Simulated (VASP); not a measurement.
**Ti3Zn: single point with LDA**

The system is Ti3Zn.

```
Ti Zn
1.0
     3.80533    0.10305    0.10305
     0.10305    3.80533    0.10305
     0.10305    0.10305    3.80533
Ti Zn
3 1
Direct
  0.00000 0.50000 0.50000
  0.50000 0.00000 0.50000
  0.50000 0.50000 0.00000
  0.00000 0.00000 0.00000
```

```json
{
 "Program": "VASP 6.6.1",
 "Task": "single point",
 "Functional": "LDA",
 "Potentials or basis": "VASP PAW LDA potentials, release 64 (Ti_sv, Zn)",
 "Cutoff": "520 eV",
 "k mesh": "12 × 12 × 12",
 "Occupations": "gaussian, width 0.15 eV",
 "Spin": "no spin polarisation",
 "Dipole correction": "no",
 "Further INCAR settings": "ALGO = Fast; EDIFF = 1e-06; NBANDS = 32"
}
```

```
Pressure               : 13.7 GPa
Band gap on the k mesh : zero (bands 24 and 25 overlap by 0.61 eV)
```

Stress tensor (GPa, compression positive):
```
13.72 -5.74 -5.74
-5.74 13.72 -5.74
-5.74 -5.74 13.72
```

Levels at points of the mesh, in eV from the Fermi level:
```tsv
k point	band 21	band 22	band 23	band 24	band 25	band 26	band 27	band 28
(0.00, 0.00, 0.00)	-1.23	-1.23	-1.08	-1.08	1.96	2.50	2.50	2.63
(0.50, 0.00, 0.00)	-1.25	-0.92	-0.92	0.25	0.89	0.90	1.30	1.76
(0.50, 0.50, 0.00)	-1.45	-1.09	-0.52	-0.22	-0.03	1.04	1.12	1.65
(0.50, 0.50, 0.50)	-1.63	-0.64	0.14	0.14	0.55	0.55	1.33	1.77
```

Run time: 6.1 min on 1 thread of Intel(R) Xeon(R) 6975P-C (Granite Rapids), with other jobs on the host, peak memory 0.36 GiB.

Caveat: the cell stands under pressure.
